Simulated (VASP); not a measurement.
A run of VASP 6.6.1:

File INCAR:

```
SYSTEM = C
PREC = Accurate ; ENCUT = 520
EDIFF = 1E-6 ; ISMEAR = 0
SIGMA = 0.1 ; LREAL = .False.
LASPH = .True. ; NELM = 80
ALGO = Normal ; ISIF = 2
LWAVE = .False. ; LCHARG = .False.
GGA = PE ; NBANDS = 13
```

The input KPOINTS:

```
regular mesh
0
Gamma
  20 20 14
  0 0 0
```

Contents of POSCAR:

```
C
1.0
    1.1819162664     -4.1850858637      0.0000000000
    1.1819162664      4.1850858637      0.0000000000
    0.0000000000      0.0000000000      3.3929424101
C
3
Direct
    0.5000000000      0.5000000000      0.7960413990
    0.5000000000      0.5000000000      0.2039586010
    0.0000000000      0.0000000000      0.5000000000
```

Potentials or basis: VASP PAW PBE potentials, release 64 (C).

The run is started by

```bash
$ cat potpaw_PBE.64/C/POTCAR > POTCAR
$ mpirun -np 1 vasp_std > vasp.out
```

Hardware: 1 thread of Intel Xeon 6975P-C (shared host).

**Question.** How long does it take, and how much memory?

**Answer.** Wall time 4.3 min on 1 thread of Intel Xeon 6975P-C, on a shared host, peak memory 0.4 GiB. Counts: scf iterations 14, k points 888.
